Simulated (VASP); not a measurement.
# ScHO2 (R-3m) in VASP: notebook

ScHO2 is run at these levels: LDA; tasks: single point.

All numbers are computed with VASP 6.6.1; they aren't measurements. Logs are shortened: lines on timing, memory, paths and dates and some standing lists are left out, and cuts for length are marked.

### 1 The cell of the first run

Symmetry: R-3m, No. 166, trigonal system. Conventional cell: a = 3.413 Å, b = 3.413 Å, c = 12.197 Å, α = 90.00°, β = 90.00°, γ = 120.00°. Sc (site symmetry -3m) has 6 O at 2.18 Å and 6 H at 2.83 Å within 2.9 Å. H (site symmetry -3m) has 2 O at 1.09 Å within 1.5 Å. O (site symmetry 3m) has 1 H at 1.09 Å within 1.5 Å.

### 2 Single point, LDA

File INCAR:

```
PREC = Accurate
ENCUT = 520
EDIFF = 1E-7
ISMEAR = 0
SIGMA = 0.05
LREAL = False
LASPH = True
NELM = 60
ALGO = Normal
ISIF = 2
LWAVE = False
LCHARG = True
LELF = True
LVHAR = True
NBANDS = 20
```

File KPOINTS:

```
Automatic mesh
0
Gamma
  9 9 9
```

File POSCAR:

```
ScHO2
1.0
    1.7065800161      0.9852944317      4.0656757830
   -1.7065800161      0.9852944317      4.0656757830
    0.0000000000     -1.9705888634      4.0656757830
Sc H O
1 1 2
Direct
    0.0000000000      0.0000000000      0.0000000000
    0.5000000000      0.5000000000      0.5000000000
    0.5897010000      0.5897010000      0.5897010000
    0.4102990000      0.4102990000      0.4102990000
```

Potentials or basis: VASP PAW LDA potentials, release 64 (Sc_sv, H, O).

Started as:

```
$ cat potpaw_LDA.64/Sc_sv/POTCAR potpaw_LDA.64/H/POTCAR potpaw_LDA.64/O/POTCAR > POTCAR
$ mpirun -np 1 vasp_std > vasp.out
```

OUTCAR:

```text
PREC = Accurate
   ENCUT = 520
   EDIFF = 1E-7
   ISMEAR = 0
   LREAL = False
   LASPH = True
   NELM = 60
   ISIF = 2

 ion  position               nearest neighbor table
   1  0.000  0.000  0.000-   3 2.18   3 2.18   4 2.18   4 2.18   3 2.18   4 2.18
   2  0.500  0.500  0.500-   3 1.09   4 1.09
   3  0.590  0.590  0.590-   2 1.09   1 2.18   1 2.18   1 2.18
   4  0.410  0.410  0.410-   2 1.09   1 2.18   1 2.18   1 2.18

  LATTYP: Found a trigonal (rhomboedric) cell.
 ALAT       =     4.5180681758
 COS(alpha) =     0.7146500851

  Lattice vectors:

 A1 = (   1.7065800161,   0.9852944317,   4.0656757830)
 A2 = (  -1.7065800161,   0.9852944317,   4.0656757830)
 A3 = (   0.0000000000,  -1.9705888634,   4.0656757830)

Analysis of symmetry for initial positions (statically):
=====================================================================
 Subroutine PRICEL returns:
 Original cell was already a primitive cell.

 Routine SETGRP: Setting up the symmetry group for a
 trigonal (rhombohedral) supercell.

 Subroutine GETGRP returns: Found 12 space group operations
 (whereof 12 operations were pure point group operations)
 out of a pool of 12 trial point group operations.

The static configuration has the point symmetry D_3d.

Analysis of symmetry for dynamics (positions and initial velocities):
=====================================================================
 Subroutine PRICEL returns:
 Original cell was already a primitive cell.

 Routine SETGRP: Setting up the symmetry group for a
 trigonal (rhombohedral) supercell.

 Subroutine GETGRP returns: Found 12 space group operations
 (whereof 12 operations were pure point group operations)
 out of a pool of 12 trial point group operations.

The dynamic configuration has the point symmetry D_3d.

 Subroutine INISYM returns: Found 12 space group operations
 (whereof 12 operations are pure point group operations),
 and found     1 'primitive' translations

----------------------------------------------------------------------------------------

                                     Primitive cell

  volume of cell :      41.0182

  direct lattice vectors                    reciprocal lattice vectors
     1.706580016  0.985294432  4.065675783     0.292983625  0.169154175  0.081987190
    -1.706580016  0.985294432  4.065675783    -0.292983625  0.169154175  0.081987190
     0.000000000 -1.970588863  4.065675783     0.000000000 -0.338308350  0.081987190

  length of vectors
     4.518068176  4.518068176  4.518068176     0.348101191  0.348101191  0.348101191

  position of ions in fractional coordinates (direct lattice)
     0.000000000  0.000000000  0.000000000
     0.500000000  0.500000000  0.500000000
     0.589701000  0.589701000  0.589701000
     0.410299000  0.410299000  0.410299000

  ion indices of the primitive-cell ions
   primitive index   ion index
                 1           1
                 2           2
                 3           3
                 4           4

----------------------------------------------------------------------------------------

 KPOINTS: Automatic mesh

Automatic generation of k-mesh.
 Grid dimensions read from file:
 generate k-points for:    9    9    9

 Generating k-lattice:

  Cartesian coordinates                     Fractional coordinates (reciprocal lattice)
     0.032553736  0.018794908  0.009109688     0.111111111 -0.000000000 -0.000000000
    -0.032553736  0.018794908  0.009109688    -0.000000000  0.111111111 -0.000000000
     0.000000000 -0.037589817  0.009109688    -0.000000000 -0.000000000  0.111111111

  Length of vectors
     0.038677910  0.038677910  0.038677910

  Shift w.r.t. Gamma in fractional coordinates (k-lattice)
     0.000000000  0.000000000  0.000000000

 Subroutine IBZKPT returns following result:
 ===========================================

 Found     85 irreducible k-points:

 Following reciprocal coordinates:
            Coordinates               Weight
  0.000000  0.000000  0.000000      1.000000
  0.111111 -0.000000  0.000000      6.000000
  0.222222  0.000000 -0.000000      6.000000
  0.333333  0.000000  0.000000      6.000000
  0.444444  0.000000 -0.000000      6.000000
  0.111111  0.111111  0.000000      6.000000
[... 16 lines left out ...]
 -0.333333  0.333333  0.000000      6.000000
  0.444444  0.444444 -0.000000      6.000000
 [... further k-points ...]
   k-points           NKPTS =     85   k-points in BZ     NKDIM =     85   number of bands    NBANDS=     20
   number of dos      NEDOS =    301   number of ions     NIONS =      4
   total plane-waves  NPLWV =  46656
   dimension x,y,z NGX =    36 NGY =   36 NGZ =   36
   dimension x,y,z NGXF=    72 NGYF=   72 NGZF=   72
   ions per type =               1   1   2
   NGX,Y,Z   is equivalent  to a cutoff of  13.25, 13.25, 13.25 a.u.
   NGXF,Y,Z  is equivalent  to a cutoff of  26.49, 26.49, 26.49 a.u.
 SYSTEM =  unknown system
   PREC   = accura    normal or accurate (medium, high low for compatibility)
   ISTART =      0    job   : 0-new  1-cont  2-samecut
   ICHARG =      2    charge: 1-file 2-atom 10-const
   ISPIN  =      1    spin polarized calculation?
   LNONCOLLINEAR =      F non collinear calculations
   LSORBIT =      F    spin-orbit coupling
   LASPH  =      T    aspherical Exc in radial PAW
   ENCUT  =  520.0 eV  38.22 Ry    6.18 a.u.   8.40  8.40  8.40*2*pi/ulx,y,z
   NELM   =     60;   NELMIN=  2; NELMDL= -5     # of ELM steps
   EDIFF  = 0.1E-06   stopping-criterion for ELM
   LREAL  =      F    real-space projection
   EDIFFG = 0.1E-05   stopping-criterion for IOM
   NSW    =      0    number of steps for IOM
   IBRION =     -1    ionic relax: 0-MD 1-quasi-New 2-CG
   NFREE  =      0    steps in history (QN), initial steepest desc. (CG)
   ISIF   =      2    stress and relaxation
   ISYM   =      2    0-nonsym 1-usesym 2-fastsym
   POTIM  = 0.5000    time-step for ionic-motion
   TEBEG  =    0.0;   TEEND  =   0.0 temperature during run
   PSTRESS=    0.0 pullay stress
   NELECT =      24.0000    total number of electrons
   NUPDOWN=      -1.0000    fix difference up-down
   EMIN   =  10.00;   EMAX   =-10.00  energy-range for DOS
   EFERMI =   0.00;   METHOD = LEGACY
   ISMEAR =     0;   SIGMA  =   0.05  broadening in eV -4-tet -1-fermi 0-gaus
   EFERMI_NEDOS =   21; number of points for ismear=-14 and -15
   IALGO  =     38    algorithm
   IMIX   =      4    mixing-type and parameters
     AMIX     =   0.40;   BMIX     =  1.00
     AMIX_MAG =   1.60;   BMIX_MAG =  1.00
  volume/ion in A,a.u.               =      10.25        69.20
  Fermi-wavevector in a.u.,A,eV,Ry     =   1.369261  2.587529 25.509246  1.874877
  Thomas-Fermi vector in A             =   2.495152
   LORBIT       =      0    0 simple, 1 ext, 2 COOP (PROOUT), +10 PAW based schemes
   GGA     = CA    functional components
   LHFCALC =     F    Hartree Fock is set to
   AEXX    =    0.0000 exact exchange contribution
   IVDW    =     0    specifies the selected vdW correction
   LEPSILON=     F    determine dielectric tensor
   LRPA    =     F    only Hartree local field effects (RPA)
 non-spin polarized calculation
 Gauss-broadening in eV      SIGMA  =   0.05
  energy-cutoff  :      520.00
  volume of cell :       41.02
 maximum number of plane-waves:      1121
 NGX is ok and might be reduce to    36

 number of electron      24.0000003 magnetization

 Free energy of the ion-electron system (eV)
  ---------------------------------------------------
  ext. energy  EPLUGINS =         0.00000000
  ---------------------------------------------------
  free energy    TOTEN  =       -31.53950105 eV

  energy without entropy =      -31.53950105  energy(sigma->0) =      -31.53950105

 E-fermi :   2.1002     XC(G=0): -10.7013

 val. band max:        1.8573954914   @ k =  -0.1111   0.1111   0.0000
 cond. band min:       4.7098233939   @ k =   0.0000   0.0000   0.0000
 fundamental gap:      2.8524279025
 Fermi energy:         2.1001605164

 k-point     1 :       0.0000    0.0000    0.0000
  band No.  band energies     occupation
      1     -45.8118      2.00000
      2     -24.9249      2.00000
      3     -24.5899      2.00000
      4     -24.5899      2.00000
      5     -16.7485      2.00000
      6     -13.4280      2.00000
[... 12 lines left out ...]
     19      12.3552      0.00000
     20      18.0495      0.00000

 k-point     2 :       0.1111   -0.0000    0.0000
  band No.  band energies     occupation
      1     -45.8081      2.00000
      2     -24.9166      2.00000
      3     -24.6374      2.00000
      4     -24.5974      2.00000
      5     -16.6628      2.00000
      6     -13.4974      2.00000
[... 12 lines left out ...]
     19      12.8001      0.00000
     20      17.0605      0.00000

 k-point     3 :       0.2222    0.0000   -0.0000
  band No.  band energies     occupation
      1     -45.7987      2.00000
      2     -24.8967      2.00000
      3     -24.7529      2.00000
      4     -24.6162      2.00000
      5     -16.4449      2.00000
      6     -13.6719      2.00000
[... 12 lines left out ...]
     19      13.8033      0.00000
     20      14.9702      0.00000

 k-point     4 :       0.3333    0.0000    0.0000
  band No.  band energies     occupation
      1     -45.7879      2.00000
      2     -24.9027      2.00000
      3     -24.8499      2.00000
      4     -24.6375      2.00000
      5     -16.1929      2.00000
      6     -13.8709      2.00000
[... 12 lines left out ...]
     19      13.3519      0.00000
     20      14.7993      0.00000

 k-point     5 :       0.4444    0.0000   -0.0000
  band No.  band energies     occupation
      1     -45.7809      2.00000
      2     -24.9717      2.00000
      3     -24.8452      2.00000
      4     -24.6512      2.00000
      5     -16.0235      2.00000
      6     -14.0035      2.00000
[... 12 lines left out ...]
     19      12.5023      0.00000
     20      15.4660      0.00000
[... 353 lines left out ...]
      6     -13.7334      2.00000
[... 12 lines left out ...]
     19      12.8162      0.00000
     20      14.3311      0.00000

 k-point    22 :      -0.4444    0.3333   -0.0000
  band No.  band energies     occupation
      1     -45.7777      2.00000
      2     -24.8970      2.00000
      3     -24.8485      2.00000
      4     -24.7526      2.00000
      5     -16.1978      2.00000
      6     -13.7580      2.00000
[... 12 lines left out ...]
     19      12.7398      0.00000
     20      14.7921      0.00000

 k-point    23 :      -0.3333    0.3333    0.0000
  band No.  band energies     occupation
      1     -45.7759      2.00000
      2     -24.8445      2.00000
      3     -24.8433      2.00000
      4     -24.8336      2.00000
      5     -16.1285      2.00000
      6     -13.8063      2.00000
[... 12 lines left out ...]
     19      12.4632      0.00000
     20      15.1945      0.00000

 k-point    24 :       0.4444    0.4444   -0.0000
  band No.  band energies     occupation
      1     -45.7807      2.00000
      2     -24.9512      2.00000
      3     -24.8525      2.00000
      4     -24.6531      2.00000
      5     -16.3143      2.00000
      6     -13.6663      2.00000
[... 12 lines left out ...]
     19      12.5821      0.00000
     20      14.2923      0.00000

 [... further k-points ...]
[... 5 lines left out ...]
  --------------------------------------------------------------------------------------
  -------------------------------------------------------------------------------------
  Total       -5.5358853     -5.5358853      9.1768130      0.0000000     -0.0000000     -0.0000000
  in kB     -216.2325085   -216.2325085    358.4476917      0.0000000     -0.0000000     -0.0000000
  external PRESSURE =     -24.6724418 kB  Pullay stress =       0.0000000 kB

 VOLUME and BASIS-vectors are now :
 -----------------------------------------------------------------------------
  energy-cutoff  :      520.00
  volume of cell :       41.02
      direct lattice vectors                 reciprocal lattice vectors
     1.706580016  0.985294432  4.065675783     0.292983625  0.169154175  0.081987190
    -1.706580016  0.985294432  4.065675783    -0.292983625  0.169154175  0.081987190
     0.000000000 -1.970588863  4.065675783     0.000000000 -0.338308350  0.081987190

 POSITION                                       TOTAL-FORCE (eV/Angst)
 -----------------------------------------------------------------------------------
      0.00000      0.00000      0.00000         0.000000      0.000000     -0.000000
      0.00000      0.00000      6.09851         0.000000      0.000000     -0.000000
      0.00000      0.00000      7.19260         0.000000      0.000000      3.892252
      0.00000      0.00000      5.00443         0.000000     -0.000000     -3.892252
 -----------------------------------------------------------------------------------
    total drift:                               -0.000000      0.000000      0.000000

  FREE ENERGIE OF THE ION-ELECTRON SYSTEM (eV)
  ---------------------------------------------------
  free  energy   TOTEN  =       -31.5395010463 eV

  energy  without entropy=      -31.5395010463  energy(sigma->0) =      -31.53950105
```

Wall time 3.2 min (1 thread of Intel Xeon 8259CL, shared host); peak memory 0.22 GiB.

Results:

* Free energy: -31.5395 eV
* Pressure: -2.5 GPa
* Largest force: 3.892 eV/Å
* Band gap on the k mesh: 2.85 eV (least direct gap 2.91 eV)

Forces on the atoms (eV/Å):
```
Sc   0.000  0.000  0.000
H    0.000  0.000  0.000
O    0.000  0.000  3.892
O    0.000  0.000 -3.892
```

Caveat: the stress differs along the axes, from -22 to 36 GPa; forces of over 1 eV/Å act on the atoms, so gaps and moduli don't describe the material at rest.

### 3 Single point, LDA

This run uses another cell than the first one, of the same volume but with other edges.

File INCAR:

```
PREC     = Accurate       # precision mode
ENCUT    = 520            # plane-wave cutoff, eV
EDIFF    = 1E-7           # SCF threshold, eV
ISMEAR   = 0              # smearing method
SIGMA    = 0.05           # smearing width, eV
LREAL    = False          # projectors in reciprocal space
LASPH    = True           # aspherical terms in the spheres
NELM     = 100            # most SCF steps
ALGO     = Normal         # electronic algorithm
ISIF     = 2              # what is computed and relaxed
LWAVE    = False          # write WAVECAR
LCHARG   = False          # write CHGCAR
GGA      = CA             # functional
NBANDS   = 20             # bands
```

File KPOINTS:

```
regular mesh
0
Gamma
  9 9 9
```

File POSCAR:

```
ScHO2
1.0
    1.5212685338      0.8783047975      5.1165154490
   -1.5212685338      0.8783047975      5.1165154490
    0.0000000000     -1.7566095950      5.1165154490
Sc H O
1 1 2
Direct
    0.0000000000      0.0000000000      0.0000000000
    0.5000000000      0.5000000000      0.5000000000
    0.5897010000      0.5897010000      0.5897010000
    0.4102990000      0.4102990000      0.4102990000
```

Potentials or basis: VASP PAW LDA potentials, release 64 (Sc_sv, H, O).

Started as:

```
$ cat potpaw_LDA.64/Sc_sv/POTCAR potpaw_LDA.64/H/POTCAR potpaw_LDA.64/O/POTCAR > POTCAR
$ mpirun -np 1 vasp_std > vasp.out
```

OUTCAR:

```text
PREC = Accurate
   ENCUT = 520
   EDIFF = 1E-7
   ISMEAR = 0
   LREAL = False
   LASPH = True
   NELM = 100
   ISIF = 2
   GGA = CA

 ion  position               nearest neighbor table
   1  0.000  0.000  0.000-   3 2.12   3 2.12   4 2.12   4 2.12   3 2.12   4 2.12
   2  0.500  0.500  0.500-   3 1.38   4 1.38
   3  0.590  0.590  0.590-   2 1.38   1 2.12   1 2.12   1 2.12
   4  0.410  0.410  0.410-   2 1.38   1 2.12   1 2.12   1 2.12

  LATTYP: Found a trigonal (rhomboedric) cell.
 ALAT       =     5.4096587331
[... 743 lines left out ...]
     20      12.7247      0.00000

 [... further k-points ...]
[... 5 lines left out ...]
  --------------------------------------------------------------------------------------
  -------------------------------------------------------------------------------------
  Total        1.6910035      1.6910035    -11.3123825      0.0000000     -0.0000000      0.0000000
  in kB       66.0508509     66.0508509   -441.8633567      0.0000000     -0.0000000      0.0000000
  external PRESSURE =    -103.2538850 kB  Pullay stress =       0.0000000 kB

 VOLUME and BASIS-vectors are now :
 -----------------------------------------------------------------------------
  energy-cutoff  :      520.00
  volume of cell :       41.02
      direct lattice vectors                 reciprocal lattice vectors
     1.521268534  0.878304798  5.116515449     0.328673070  0.189759486  0.065148505
    -1.521268534  0.878304798  5.116515449    -0.328673070  0.189759486  0.065148505
     0.000000000 -1.756609595  5.116515449     0.000000000 -0.379518971  0.065148505

 POSITION                                       TOTAL-FORCE (eV/Angst)
 -----------------------------------------------------------------------------------
      0.00000      0.00000      0.00000         0.000000      0.000000     -0.000000
      0.00000      0.00000      7.67477        -0.000000      0.000000     -0.000000
      0.00000      0.00000      9.05164         0.000000      0.000000     -0.646981
      0.00000      0.00000      6.29790         0.000000     -0.000000      0.646981
 -----------------------------------------------------------------------------------
    total drift:                               -0.000000      0.000000     -0.000000

  FREE ENERGIE OF THE ION-ELECTRON SYSTEM (eV)
  ---------------------------------------------------
  free  energy   TOTEN  =       -31.5201860085 eV

  energy  without entropy=      -31.5201860085  energy(sigma->0) =      -31.52018601
```

OSZICAR:

```text
N       E                     dE             d eps       ncg     rms          rms(c)
DAV:   1     0.240859008100E+03    0.24086E+03   -0.11738E+04  3480   0.130E+03
DAV:   2    -0.120390588037E+02   -0.25290E+03   -0.24264E+03  3668   0.394E+02
DAV:   3    -0.360945288063E+02   -0.24055E+02   -0.23379E+02  4920   0.125E+02
DAV:   4    -0.367628860427E+02   -0.66836E+00   -0.66669E+00  4736   0.210E+01
DAV:   5    -0.367731969170E+02   -0.10311E-01   -0.10309E-01  4304   0.207E+00    0.167E+01
DAV:   6    -0.318553054640E+02    0.49179E+01   -0.20445E+01  5264   0.498E+01    0.748E+00
DAV:   7    -0.316144640445E+02    0.24084E+00   -0.12874E+00  5116   0.108E+01    0.469E+00
DAV:   8    -0.315337306570E+02    0.80733E-01   -0.35758E-01  5200   0.847E+00    0.133E+00
DAV:   9    -0.315213294691E+02    0.12401E-01   -0.29659E-02  4736   0.274E+00    0.311E-01
DAV:  10    -0.315202147799E+02    0.11147E-02   -0.68570E-03  5264   0.106E+00    0.113E-01
DAV:  11    -0.315201807176E+02    0.34062E-04   -0.66190E-04  4260   0.189E-01    0.321E-02
DAV:  12    -0.315201950640E+02   -0.14346E-04   -0.14914E-04  5332   0.149E-01    0.221E-02
DAV:  13    -0.315201863384E+02    0.87256E-05   -0.23008E-05  5460   0.527E-02    0.719E-03
DAV:  14    -0.315201862125E+02    0.12588E-06   -0.85891E-07  5424   0.124E-02    0.401E-03
DAV:  15    -0.315201860112E+02    0.20134E-06   -0.11194E-06  5252   0.734E-03    0.491E-04
DAV:  16    -0.315201860085E+02    0.26553E-08   -0.36809E-08  1804   0.244E-03
   1 F= -.31520186E+02 E0= -.31520186E+02  d E =-.616554E-12
```

Run time: 4.9 min. Hardware: 1 thread of Intel Xeon 8259CL, shared host; peak memory 0.24 GiB.

What came out:

```yaml
Free_energy: -31.5202 eV
Pressure: -10.3 GPa
Largest_force: 0.647 eV/Å
Band_gap_on_the_k_mesh: 3.31 eV (least direct gap 4.07 eV)
```

Forces on the atoms (eV/Å):
```
Sc   0.000  0.000  0.000
H    0.000  0.000  0.000
O    0.000  0.000 -0.647
O    0.000  0.000  0.647
```

Stress tensor (GPa, compression positive):
```
  6.61   0.00   0.00
  0.00   6.61   0.00
  0.00   0.00 -44.19
```

Levels at points of the mesh, in eV from the valence-band top:
```csv
k point,band 10,band 11,band 12,band 13,band 14,band 15
"(0.00, 0.00, 0.00)",-0.78,-0.18,-0.18,3.91,4.84,4.84
```

Caveat: the stress differs along the axes, from -44 to 7 GPa.

[end of part 1 of 2]
